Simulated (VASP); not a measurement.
Wanted: the native input for a VASP 6.6.1 run.

- Task: single point
- Functional: LDA
- Potentials or basis: VASP PAW LDA potentials, release 64 (Li_sv, H)
- Cutoff: 520 eV
- k mesh: 10 × 10 × 10
- Occupations: fermi-dirac, width 0.02 eV
- Spin: no spin polarisation
- Dipole correction: no
- Further INCAR settings: ALGO = Normal; EDIFF = 1e-06; NBANDS = 9

The structure of LiH lies in POSCAR:

```
LiH
1.0
    0.0000000000      1.9550134343      1.9550134343
    1.9550134343      0.0000000000      1.9550134343
    1.9550134343      1.9550134343      0.0000000000
Li H
1 1
Direct
    0.0000000000      0.0000000000      0.0000000000
    0.5000000000      0.5000000000      0.5000000000
```

One way to write it, as run:

INCAR

```
PREC     = Accurate       # precision mode
ENCUT    = 520            # plane-wave cutoff, eV
EDIFF    = 1E-6           # SCF threshold, eV
ISMEAR   = -1             # smearing method
SIGMA    = 0.02           # smearing width, eV
LREAL    = F              # projectors in reciprocal space
LASPH    = T              # aspherical terms in the spheres
NELM     = 80             # most SCF steps
ALGO     = Normal         # electronic algorithm
ISIF     = 2              # what is computed and relaxed
LWAVE    = F              # write WAVECAR
LCHARG   = T              # write CHGCAR
GGA      = CA             # functional
LELF     = T              # ELF
LVHAR    = T            
NBANDS   = 9              # bands
```

KPOINTS

```
Automatic mesh
0
Gamma
  10 10 10
```

Potentials or basis: VASP PAW LDA potentials, release 64 (Li_sv, H).

Command:

```console
$ cat potpaw_LDA.64/Li_sv/POTCAR potpaw_LDA.64/H/POTCAR > POTCAR
$ mpirun -np 1 vasp_std > vasp.out
```

Results of the run:

```json
{"Band gap on the k mesh": "2.53 eV, direct"}
```

Run time: 4.4 s on 1 thread of Intel Xeon 6975P-C, with other jobs on the host, peak memory 0.12 GiB.
